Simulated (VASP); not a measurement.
# InP (zincblende type) (F-43m) in VASP: further runs

Runs on InP (zincblende type). Level: LDA. Tasks: single point.

Everything below comes from runs of VASP 6.6.1. Logs are shortened: lines on timing, memory, paths and dates and some standing lists are left out, and cuts for length are marked.

## Step 1: The cell of the first run

It takes space group F-43m (No. 216, cubic). The conventional cell has a = 5.223 Å, b = 5.223 Å, c = 5.223 Å, α = 90.00°, β = 90.00°, γ = 90.00°. In (site symmetry -43m) has 4 P at 2.26 Å within 3.0 Å. P (site symmetry -43m) has 4 In at 2.26 Å within 3.0 Å.

## Step 2: Single point, LDA (volume scaled by 0.72)

INCAR reads:

```
PREC = Accurate
ENCUT = 500
EDIFF = 1E-6
ISMEAR = -1
SIGMA = 0.05
LREAL = False
LASPH = True
NELM = 120
ALGO = Normal
ISIF = 2
LWAVE = False
LCHARG = True
GGA = CA
LELF = True
LVHAR = True
NBANDS = 16
GGA_COMPAT = False
```

KPOINTS reads:

```
Automatic mesh
0
Gamma
  11 11 11
```

POSCAR reads:

```
InP
1.0
    0.0000000000      2.6113807435      2.6113807435
    2.6113807435      0.0000000000      2.6113807435
    2.6113807435      2.6113807435      0.0000000000
In P
1 1
Direct
    0.0000000000      0.0000000000      0.0000000000
    0.2500000000      0.2500000000      0.2500000000
```

Potentials or basis: VASP PAW LDA potentials, release 64 (In_d, P).

Command:

```
$ cat potpaw_LDA.64/In_d/POTCAR potpaw_LDA.64/P/POTCAR > POTCAR
$ mpirun -np 1 vasp_std > vasp.out
```

OUTCAR:

```text
PREC = Accurate
   ENCUT = 500
   EDIFF = 1E-6
   ISMEAR = -1
   LREAL = False
   LASPH = True
   NELM = 120
   ISIF = 2
   GGA = CA

 ion  position               nearest neighbor table
   1  0.000  0.000  0.000-   2 2.26   2 2.26   2 2.26   2 2.26
   2  0.250  0.250  0.250-   1 2.26   1 2.26   1 2.26   1 2.26

  LATTYP: Found a face centered cubic cell.
 ALAT       =     5.2227614870

  Lattice vectors:

 A1 = (   0.0000000000,   2.6113807435,   2.6113807435)
 A2 = (   2.6113807435,   0.0000000000,   2.6113807435)
 A3 = (   2.6113807435,   2.6113807435,   0.0000000000)

Analysis of symmetry for initial positions (statically):
=====================================================================
 Subroutine PRICEL returns:
 Original cell was already a primitive cell.

 Routine SETGRP: Setting up the symmetry group for a
 face centered cubic supercell.

 Subroutine GETGRP returns: Found 24 space group operations
 (whereof 24 operations were pure point group operations)
 out of a pool of 48 trial point group operations.

The static configuration has the point symmetry T_d .

Analysis of symmetry for dynamics (positions and initial velocities):
=====================================================================
 Subroutine PRICEL returns:
 Original cell was already a primitive cell.

 Routine SETGRP: Setting up the symmetry group for a
 face centered cubic supercell.

 Subroutine GETGRP returns: Found 24 space group operations
 (whereof 24 operations were pure point group operations)
 out of a pool of 48 trial point group operations.

The dynamic configuration has the point symmetry T_d .

 Subroutine INISYM returns: Found 24 space group operations
 (whereof 24 operations are pure point group operations),
 and found     1 'primitive' translations

----------------------------------------------------------------------------------------

                                     Primitive cell

  volume of cell :      35.6156

  direct lattice vectors                    reciprocal lattice vectors
     0.000000000  2.611380743  2.611380743    -0.191469590  0.191469590  0.191469590
     2.611380743  0.000000000  2.611380743     0.191469590 -0.191469590  0.191469590
     2.611380743  2.611380743  0.000000000     0.191469590  0.191469590 -0.191469590

  length of vectors
     3.693050064  3.693050064  3.693050064     0.331635058  0.331635058  0.331635058

  position of ions in fractional coordinates (direct lattice)
     0.000000000  0.000000000  0.000000000
     0.250000000  0.250000000  0.250000000

  ion indices of the primitive-cell ions
   primitive index   ion index
                 1           1
                 2           2

----------------------------------------------------------------------------------------

 KPOINTS: Automatic mesh

Automatic generation of k-mesh.
 Grid dimensions read from file:
 generate k-points for:   11   11   11

 Generating k-lattice:

  Cartesian coordinates                     Fractional coordinates (reciprocal lattice)
    -0.017406326  0.017406326  0.017406326     0.090909091  0.000000000  0.000000000
     0.017406326 -0.017406326  0.017406326     0.000000000  0.090909091  0.000000000
     0.017406326  0.017406326 -0.017406326     0.000000000  0.000000000  0.090909091

  Length of vectors
     0.030148642  0.030148642  0.030148642

  Shift w.r.t. Gamma in fractional coordinates (k-lattice)
     0.000000000  0.000000000  0.000000000

 Subroutine IBZKPT returns following result:
 ===========================================

 Found     56 irreducible k-points:

 Following reciprocal coordinates:
            Coordinates               Weight
  0.000000  0.000000  0.000000      1.000000
  0.090909  0.000000  0.000000      8.000000
  0.181818  0.000000  0.000000      8.000000
  0.272727  0.000000  0.000000      8.000000
  0.363636  0.000000  0.000000      8.000000
  0.454545  0.000000  0.000000      8.000000
[... 16 lines left out ...]
 -0.272727  0.181818  0.000000     24.000000
 -0.181818  0.181818  0.000000     12.000000
 [... further k-points ...]
   k-points           NKPTS =     56   k-points in BZ     NKDIM =     56   number of bands    NBANDS=     16
   number of dos      NEDOS =    301   number of ions     NIONS =      2
   total plane-waves  NPLWV =  21952
   dimension x,y,z NGX =    28 NGY =   28 NGZ =   28
   dimension x,y,z NGXF=    56 NGYF=   56 NGZF=   56
   ions per type =               1   1
   NGX,Y,Z   is equivalent  to a cutoff of  12.60, 12.60, 12.60 a.u.
   NGXF,Y,Z  is equivalent  to a cutoff of  25.21, 25.21, 25.21 a.u.
 SYSTEM =  unknown system
   PREC   = accura    normal or accurate (medium, high low for compatibility)
   ISTART =      0    job   : 0-new  1-cont  2-samecut
   ICHARG =      2    charge: 1-file 2-atom 10-const
   ISPIN  =      1    spin polarized calculation?
   LNONCOLLINEAR =      F non collinear calculations
   LSORBIT =      F    spin-orbit coupling
   LASPH  =      T    aspherical Exc in radial PAW
   ENCUT  =  500.0 eV  36.75 Ry    6.06 a.u.   6.73  6.73  6.73*2*pi/ulx,y,z
   NELM   =    120;   NELMIN=  2; NELMDL= -5     # of ELM steps
   EDIFF  = 0.1E-05   stopping-criterion for ELM
   LREAL  =      F    real-space projection
   EDIFFG = 0.1E-04   stopping-criterion for IOM
   NSW    =      0    number of steps for IOM
   IBRION =     -1    ionic relax: 0-MD 1-quasi-New 2-CG
   NFREE  =      0    steps in history (QN), initial steepest desc. (CG)
   ISIF   =      2    stress and relaxation
   ISYM   =      2    0-nonsym 1-usesym 2-fastsym
   POTIM  = 0.5000    time-step for ionic-motion
   TEBEG  =    0.0;   TEEND  =   0.0 temperature during run
   PSTRESS=    0.0 pullay stress
   NELECT =      18.0000    total number of electrons
   NUPDOWN=      -1.0000    fix difference up-down
   EMIN   =  10.00;   EMAX   =-10.00  energy-range for DOS
   EFERMI =   0.00;   METHOD = LEGACY
   ISMEAR =    -1;   SIGMA  =   0.05  broadening in eV -4-tet -1-fermi 0-gaus
   EFERMI_NEDOS =   21; number of points for ismear=-14 and -15
   IALGO  =     38    algorithm
   IMIX   =      4    mixing-type and parameters
     AMIX     =   0.40;   BMIX     =  1.00
     AMIX_MAG =   1.60;   BMIX_MAG =  1.00
  volume/ion in A,a.u.               =      17.81       120.17
  Fermi-wavevector in a.u.,A,eV,Ry     =   1.304024  2.464247 23.136404  1.700478
  Thomas-Fermi vector in A             =   2.434987
   LORBIT       =      0    0 simple, 1 ext, 2 COOP (PROOUT), +10 PAW based schemes
   GGA     = CA    functional components
   LHFCALC =     F    Hartree Fock is set to
   AEXX    =    0.0000 exact exchange contribution
   IVDW    =     0    specifies the selected vdW correction
   LEPSILON=     F    determine dielectric tensor
   LRPA    =     F    only Hartree local field effects (RPA)
 non-spin polarized calculation
  energy-cutoff  :      500.00
  volume of cell :       35.62
 maximum number of plane-waves:       918
   NGX = 13   NGY = 13   NGZ = 13

 number of electron      18.0000003 magnetization

 Free energy of the ion-electron system (eV)
  ---------------------------------------------------
  ext. energy  EPLUGINS =         0.00000000
  ---------------------------------------------------
  free energy    TOTEN  =        -8.09780741 eV

  energy without entropy =       -8.09780609  energy(sigma->0) =       -8.09780675

 E-fermi :  10.1579     XC(G=0): -11.1930

 val. band max:        9.7438062718   @ k =   0.0000   0.0000   0.0000
 cond. band min:      10.6010712507   @ k =   0.4545   0.4545   0.0000
 fundamental gap:      0.8572649789
 Fermi energy:        10.1578952163

 k-point     1 :       0.0000    0.0000    0.0000
  band No.  band energies     occupation
      1      -5.8410      2.00000
      2      -5.8410      2.00000
      3      -5.8410      2.00000
      4      -5.4174      2.00000
      5      -5.4174      2.00000
      6      -4.8466      2.00000
[... 8 lines left out ...]
     15      19.6250      0.00000
     16      19.7715      0.00000

 k-point     2 :       0.0909    0.0000    0.0000
  band No.  band energies     occupation
      1      -5.8944      2.00000
      2      -5.8290      2.00000
      3      -5.8290      2.00000
      4      -5.4181      2.00000
      5      -5.4181      2.00000
      6      -4.6690      2.00000
[... 8 lines left out ...]
     15      18.9711      0.00000
     16      20.1696      0.00000

 k-point     3 :       0.1818    0.0000    0.0000
  band No.  band energies     occupation
      1      -6.0004      2.00000
      2      -5.7990      2.00000
      3      -5.7990      2.00000
      4      -5.4170      2.00000
      5      -5.4170      2.00000
      6      -4.1902      2.00000
[... 8 lines left out ...]
     15      18.3638      0.00000
     16      19.7572      0.00000

 k-point     4 :       0.2727    0.0000    0.0000
  band No.  band energies     occupation
      1      -6.1028      2.00000
      2      -5.7659      2.00000
      3      -5.7659      2.00000
      4      -5.4082      2.00000
      5      -5.4082      2.00000
      6      -3.4732      2.00000
[... 8 lines left out ...]
     15      18.5505      0.00000
     16      19.3555      0.00000

 k-point     5 :       0.3636    0.0000    0.0000
  band No.  band energies     occupation
      1      -6.1803      2.00000
      2      -5.7433      2.00000
      3      -5.7433      2.00000
      4      -5.3911      2.00000
      5      -5.3911      2.00000
      6      -2.5836      2.00000
[... 8 lines left out ...]
     15      19.5259      0.00000
     16      19.7351      0.00000

 k-point     6 :       0.4545    0.0000    0.0000
  band No.  band energies     occupation
      1      -6.2220      2.00000
      2      -5.7338      2.00000
      3      -5.7338      2.00000
      4      -5.3764      2.00000
      5      -5.3764      2.00000
      6      -1.7573      2.00000
[... 8 lines left out ...]
     15      20.6969      0.00000
     16      20.6977      0.00000
[... 267 lines left out ...]
 k-point    21 :      -0.4545    0.1818    0.0000
  band No.  band energies     occupation
      1      -6.2281      2.00000
      2      -5.7100      2.00000
      3      -5.6680      2.00000
      4      -5.4374      2.00000
      5      -5.3728      2.00000
      6      -1.2420      2.00000
[... 8 lines left out ...]
     15      20.5224      0.00000
     16      21.9135      0.00000

 k-point    22 :      -0.3636    0.1818    0.0000
  band No.  band energies     occupation
      1      -6.2121      2.00000
      2      -5.7164      2.00000
      3      -5.6798      2.00000
      4      -5.4135      2.00000
      5      -5.4026      2.00000
      6      -1.5910      2.00000
[... 8 lines left out ...]
     15      20.3017      0.00000
     16      21.7654      0.00000

 k-point    23 :      -0.2727    0.1818    0.0000
  band No.  band energies     occupation
      1      -6.1727      2.00000
      2      -5.7260      2.00000
      3      -5.7068      2.00000
      4      -5.4301      2.00000
      5      -5.4022      2.00000
      6      -2.4452      2.00000
[... 8 lines left out ...]
     15      21.1363      0.00000
     16      22.1684      0.00000

 k-point    24 :      -0.1818    0.1818    0.0000
  band No.  band energies     occupation
      1      -6.1174      2.00000
      2      -5.7464      2.00000
      3      -5.7431      2.00000
      4      -5.4399      2.00000
      5      -5.4002      2.00000
      6      -3.2473      2.00000
[... 8 lines left out ...]
     15      20.5540      0.00000
     16      21.9699      0.00000

 [... further k-points ...]
[... 5 lines left out ...]
  --------------------------------------------------------------------------------------
  -------------------------------------------------------------------------------------
  Total       10.8411746     10.8411746     10.8411746     -0.0000000      0.0000000      0.0000000
  in kB      487.6927890    487.6927890    487.6927890     -0.0000000      0.0000000      0.0000000
  external PRESSURE =     487.6927890 kB  Pullay stress =       0.0000000 kB

 VOLUME and BASIS-vectors are now :
 -----------------------------------------------------------------------------
  energy-cutoff  :      500.00
  volume of cell :       35.62
      direct lattice vectors                 reciprocal lattice vectors
     0.000000000  2.611380743  2.611380743    -0.191469590  0.191469590  0.191469590
     2.611380743  0.000000000  2.611380743     0.191469590 -0.191469590  0.191469590
     2.611380743  2.611380743  0.000000000     0.191469590  0.191469590 -0.191469590

 POSITION                                       TOTAL-FORCE (eV/Angst)
 -----------------------------------------------------------------------------------
      0.00000      0.00000      0.00000        -0.000000     -0.000000      0.000000
      1.30569      1.30569      1.30569         0.000000      0.000000     -0.000000
 -----------------------------------------------------------------------------------
    total drift:                               -0.000001     -0.000001     -0.000001

  FREE ENERGIE OF THE ION-ELECTRON SYSTEM (eV)
  ---------------------------------------------------
  free  energy   TOTEN  =        -8.0978074111 eV

  energy  without entropy=       -8.0978060936  energy(sigma->0) =       -8.09780675
```

Wall time 20 s (1 thread of Intel Xeon Platinum 8375C at 2.90GHz (Ice Lake), shared host); peak memory 0.16 GiB.

What came out:

```
Free energy            : -8.0978 eV
Pressure               : 48.8 GPa
Band gap on the k mesh : 0.86 eV, indirect (least direct gap 2.18 eV)
```

Caveat: spin-orbit coupling is left out, which moves the levels of the heavy elements.

[end of part 1 of 2]
